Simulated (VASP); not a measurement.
## Al: single point with LDA

Al:

```
Al
1.0
    -1.83693    1.83693    1.19400
     1.83693   -1.83693    1.19400
     1.83693    1.83693   -1.19400
Al
1
Direct
  0.00000 0.00000 0.00000
```

This cell differs from its parent crystal: ratio of the length along z to the lengths across it x 0.65, volume and fractional coordinates fixed.

* Program: VASP 6.6.1
* Task: single point
* Functional: LDA
* Potentials or basis: VASP PAW LDA potentials, release 64 (Al)
* Cutoff: 520 eV
* k mesh: 24 × 24 × 24
* Occupations: gaussian, width 0.15 eV
* Spin: no spin polarisation

```json
{"Pressure": "8.8 GPa", "Band gap on the k mesh": "zero (an odd number of electrons rules out a gap without spin polarisation)"}
```

Stress tensor (GPa, compression positive):
```
-2.68  0.00  0.00
 0.00 -2.68  0.00
 0.00  0.00 31.67
```

Levels at points of the mesh, in eV from the Fermi level:
| k point | band 1 | band 2 | band 3 | band 4 | band 5 |
| --- | --- | --- | --- | --- | --- |
| (0.00, 0.00, 0.00) | -11.19 | 7.89 | 9.26 | 9.26 | 10.72 |
| (0.50, 0.00, 0.00) | -3.10 | -1.46 | 6.62 | 7.35 | 7.79 |
| (0.50, 0.50, 0.00) | -6.34 | -5.32 | 12.01 | 13.15 | 14.46 |
| (0.50, 0.50, 0.50) | -1.33 | -1.33 | -0.91 | 1.33 | 13.30 |

Wall time 33 s on 1 thread of Intel(R) Xeon(R) 6975P-C (Granite Rapids) (shared host), peak memory 0.21 GiB.

Caveat: the cell stands under pressure.
